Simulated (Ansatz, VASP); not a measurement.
FeSi in VASP and in Ansatz

File INCAR:

```
SYSTEM = FeSi
  PREC = Accurate
  ENCUT = 600
  EDIFF = 1E-6
  ISMEAR = 0
  SIGMA = 0.05
  LREAL = .FALSE.
  LASPH = .TRUE.
  NELM = 60
  ALGO = Normal
  ISIF = 3
  LWAVE = .FALSE.
  LCHARG = .FALSE.
  GGA = PE
  IBRION = 2
  NSW = 80
  EDIFFG = -0.01
```

KPOINTS

```
regular mesh
0
G
  8 8 8
  0 0 0
```

POSCAR

```
FeSi
1.0
    4.5507000000      0.0000000000      0.0000000000
    0.0000000000      4.5507000000      0.0000000000
    0.0000000000      0.0000000000      4.5507000000
Fe Si
4 4
Direct
    0.1365200000      0.1365200000      0.1365200000
    0.3634800000      0.8634800000      0.6365200000
    0.6365200000      0.3634800000      0.8634800000
    0.8634800000      0.6365200000      0.3634800000
    0.8424000000      0.8424000000      0.8424000000
    0.6576000000      0.1576000000      0.3424000000
    0.3424000000      0.6576000000      0.1576000000
    0.1576000000      0.3424000000      0.6576000000
```

Input for Ansatz:

```yaml
crystal:
  lattice:
    - [4.5507, 0.0, 0.0]
    - [0.0, 4.5507, 0.0]
    - [0.0, 0.0, 4.5507]
  atoms:
    - { symbol: Fe, position: [0.13652, 0.13652, 0.13652] }
    - { symbol: Fe, position: [0.36348, 0.86348, 0.63652] }
    - { symbol: Fe, position: [0.63652, 0.36348, 0.86348] }
    - { symbol: Fe, position: [0.86348, 0.63652, 0.36348] }
    - { symbol: Si, position: [0.8424, 0.8424, 0.8424] }
    - { symbol: Si, position: [0.6576, 0.1576, 0.3424] }
    - { symbol: Si, position: [0.3424, 0.6576, 0.1576] }
    - { symbol: Si, position: [0.1576, 0.3424, 0.6576] }
basis:
  ecutwfc: 420
  ecutrho_ratio: 4
kpoints:
  mp_grid: { grid: [8, 8, 8] }
hamiltonian:
  xc: pbe
scf:
  occupations: { method: gaussian, width: 0.05 }
output:
  forces: true
  stress: true
  eigenvalues: true
relax:
  f_tol: 0.01
  max_steps: 60
  cell: { stress_tol: 0.04 }
```

Alike in both runs: task relaxation of cell and atoms; functional PBE; k mesh 8 × 8 × 8; occupations gaussian, width 0.05 eV; no spin polarisation.

```csv
,VASP,Ansatz
version,VASP 6.6.1,Ansatz 0.2.0
potentials or method,"VASP PAW PBE potentials, release 64 (Fe, Si), cutoff 600 eV","scalar-relativistic, plane waves, PAW"
valence electrons in the cell,48,80
```

```csv
,VASP,Ansatz,Ansatz less VASP
"gap on the k mesh at the Fermi level, each at its own relaxed structure (eV)",0.16,0.17,+0.009
relaxed volume (Å³/atom),11.00,11.00,0.000
relaxed length of the cell vector where the two differ most in proportion (Å),4.448,4.448,0.0000
```

VASP's potentials hold 48 valence electrons a cell and Ansatz's 80, so a difference there can come from the potentials and not from the codes.
